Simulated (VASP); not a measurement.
Input of a VASP 6.6.1 run:

Contents of INCAR:

```
ALGO = Normal
EDIFF = 1E-7
ENCUT = 520
GGA = PE
ISIF = 2
ISMEAR = 0
ISPIN = 2
LASPH = T
LCHARG = F
LMAXMIX = 4
LORBIT = 11
LREAL = Auto
LWAVE = F
MAGMOM = 0.2 0 0 0 0 0 0 0 0 0 0 0 0 0 0 0 0 0 0 0 0 0 0 0 0 0 0 0.2 0.2 0 0.2 0 0 0 0 0 0.2 0 0 0 0 0 0 0 0 0 0 0 0 0 0 0 0 0
NBANDS = 149
NELECT = 225.0
NELM = 150
PREC = Accurate
SIGMA = 0.05
```

KPOINTS

```
k-points
0
Gamma
  1 1 1
```

The input POSCAR:

```
TiSi53
1.0
    0.0000000000      8.1406800000      8.1406800000
    8.1406800000      0.0000000000      8.1406800000
    8.1406800000      8.1406800000      0.0000000000
Ti Si
1 53
Direct
    0.2501151089      0.2495093317      0.2499590882
    0.2510706146      0.2510972025      0.5836746699
    0.2511377872      0.2510788677      0.9141444782
    0.2510169817      0.5835043055      0.2512803683
    0.2498769871      0.5833306851      0.5834941458
    0.2510750003      0.5834515148      0.9143944975
    0.2511259484      0.9139766526      0.2512461780
    0.2511146396      0.9140790342      0.5837692188
    0.2498005176      0.9166923394      0.9168543105
    0.5834427637      0.2510181409      0.2512469013
    0.5833712039      0.2497619472      0.5834412882
    0.5836319718      0.2509800656      0.9141938997
    0.5833361286      0.5832616869      0.2499676152
    0.5833305338      0.5832413810      0.5834908126
    0.5834163918      0.5833652351      0.9166516248
    0.5836467051      0.9139087885      0.2512653022
    0.5834616523      0.9163911883      0.5836163621
    0.5834895736      0.9163479553      0.9165820959
    0.9140353637      0.2510267526      0.2511864583
    0.9141678020      0.2510236271      0.5836610974
    0.9166346614      0.2498869514      0.9167960826
    0.9141519844      0.5834098432      0.2512560016
    0.9164434497      0.5834171720      0.5836190500
    0.9164730105      0.5834363774      0.9165904413
    0.9166314217      0.9166411452      0.2500227920
    0.9165068978      0.9163940047      0.5836121227
    0.9167088659      0.9166346485      0.9168648641
    0.1611867295      0.1611374106      0.1612980586
    0.1613736377      0.1613073353      0.5159484646
    0.1671013944      0.1671607662      0.8328918856
    0.1614053761      0.5155106524      0.1616567009
    0.1660422882      0.5002417465      0.5004253771
    0.1660556285      0.5002449383      0.8334723070
    0.1670933207      0.8327286905      0.1673091301
    0.1660758067      0.8333102458      0.5004217608
    0.1671508038      0.8327133944      0.8330397460
    0.5160774529      0.1611073617      0.1613568438
    0.5001966842      0.1659876996      0.5004022508
    0.5002931977      0.1659240607      0.8334178008
    0.5001483254      0.5001837019      0.1662370709
    0.4999904680      0.4998635351      0.5000815565
    0.5002282150      0.5001466522      0.8334872355
    0.5002828717      0.8332285004      0.1661558427
    0.5002657356      0.8332193375      0.5004152325
    0.4999747725      0.8331909833      0.8334374461
    0.8326639572      0.1671012844      0.1672466725
    0.8333735947      0.1659694706      0.5003364789
    0.8328812175      0.1670868068      0.8329176777
    0.8333228672      0.5001731481      0.1661716133
    0.8333089263      0.5001730868      0.5003968034
    0.8332284988      0.5000374585      0.8334072624
    0.8328655215      0.8326236437      0.1673387431
    0.8332719174      0.8332142081      0.5001935258
    0.8333356079      0.8332450544      0.8334371029
```

Potentials or basis: VASP PAW PBE potentials, release 64 (Ti_sv, Si).

Launch:

```bash
$ cat potpaw_PBE.64/Ti_sv/POTCAR potpaw_PBE.64/Si/POTCAR > POTCAR
$ mpirun -np 1 vasp_gam > vasp.out
```

(1) What does it give for the net moment?

(2) Predict the largest force.

(3) What does it give for the site moments?

Results:

(1) 1.00 μB per cell.

(2) 0.128 eV/Å.

(3) Ti +0.28; Si +0.00, -0.00 μB.

Caveat: the k points lie up to 0.67 Å⁻¹ apart; the cell carries a net charge on a neutralising background, which shifts energy and pressure.
